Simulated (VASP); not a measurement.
Set up this calculation in VASP 6.6.1, as the native input.

| Property | Result |
| --- | --- |
| Task | single point |
| Functional | PBEsol |
| Potentials or basis | VASP PAW PBE potentials, release 64 (Zn, F) |
| Cutoff | 600 eV |
| k mesh | 6 × 6 × 9 |
| Occupations | gaussian, width 0.01 eV |
| Spin | no spin polarisation |
| Dipole correction | no |
| Further INCAR settings | ALGO = Normal; EDIFF = 1e-06; NBANDS = 35 |

The structure of ZnF2 lies in POSCAR:

```
ZnF2
1.0
    4.6225092430      0.0000000000      0.0000000000
    0.0000000000      4.6225092430      0.0000000000
    0.0000000000      0.0000000000      3.1034610177
Zn F
2 4
Direct
    0.0000000000      0.0000000000      0.0000000000
    0.5000000000      0.5000000000      0.5000000000
    0.3027948289      0.3027948289      0.0000000000
    0.6972051711      0.6972051711      0.0000000000
    0.1972051711      0.8027948289      0.5000000000
    0.8027948289      0.1972051711      0.5000000000
```

These files were run (other wordings do the same):

INCAR

```
SYSTEM = ZnF2
PREC     = Accurate       ! precision mode
ENCUT    = 600            ! plane-wave cutoff, eV
EDIFF    = 1E-6           ! SCF threshold, eV
ISMEAR   = 0              ! smearing method
SIGMA    = 0.01           ! smearing width, eV
LREAL    = .False.        ! projectors in reciprocal space
LASPH    = .True.         ! aspherical terms in the spheres
NELM     = 120            ! most SCF steps
ALGO     = Normal         ! electronic algorithm
ISIF     = 2              ! what is computed and relaxed
LWAVE    = .False.        ! write WAVECAR
LCHARG   = .False.        ! write CHGCAR
GGA      = PS             ! functional
NBANDS   = 35             ! bands
GGA_COMPAT= .False.
```

KPOINTS

```
Automatic mesh
0
Gamma
  6 6 9
  0 0 0
```

Potentials or basis: VASP PAW PBE potentials, release 64 (Zn, F).

Launch:

```console
$ cat potpaw_PBE.64/Zn/POTCAR potpaw_PBE.64/F/POTCAR > POTCAR
$ mpirun -np 1 vasp_std > vasp.out
```

It gave:

```yaml
Pressure: 6.8 GPa
Largest_force: 0.009 eV/Å
Band_gap_on_the_k_mesh: 3.39 eV
```

Caveat: the cell stands under pressure; the PAW data sets were made with another functional, which shifts forces and pressure a little.

Run time: 2.3 min on 1 thread of AMD EPYC 9755 128-Core Processor, on a shared host, peak memory 0.22 GiB.
